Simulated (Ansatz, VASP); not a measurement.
## Two plane-wave programs on C

```
C
1.0
     2.50320    0.00000    0.00000
    -1.25160    2.16783    0.00000
     0.00000    0.00000    4.16887
C
4
Direct
  0.33333 0.66667 0.00023
  0.66667 0.33333 0.50023
  0.33333 0.66667 0.37477
  0.66667 0.33333 0.87477
```

Alike in both runs: task single point; functional HSE06; k mesh 9 × 9 × 4; no spin polarisation.

```csv
,VASP,Ansatz
version,VASP 6.6.1,Ansatz 0.2.0
potentials or method,"VASP PAW PBE potentials, release 64 (C)","plane waves, PAW"
plane-wave cutoff (eV),520,420
occupations,"gaussian, width 0.01 eV",fixed
valence electrons in the cell,16,16
```

|  | VASP | Ansatz | Ansatz less VASP |
| --- | --- | --- | --- |
| gap on the k mesh at the Fermi level (eV) | 4.37 | 4.38 | +0.012 |
| pressure (GPa) | -4.9 | -5.7 | -0.86 |
| traceless stress, the component that is largest in VASP (GPa) | -0.84 | -0.74 | +0.092 |
| rms of the force components (eV/Å) | 0.001 | 0.004 | +0.0035 |

Atom by atom the forces differ by 0.004 eV/Å (rms over components). Ansatz's warnings: stress exchange threshold loose, stress scf threshold loose.
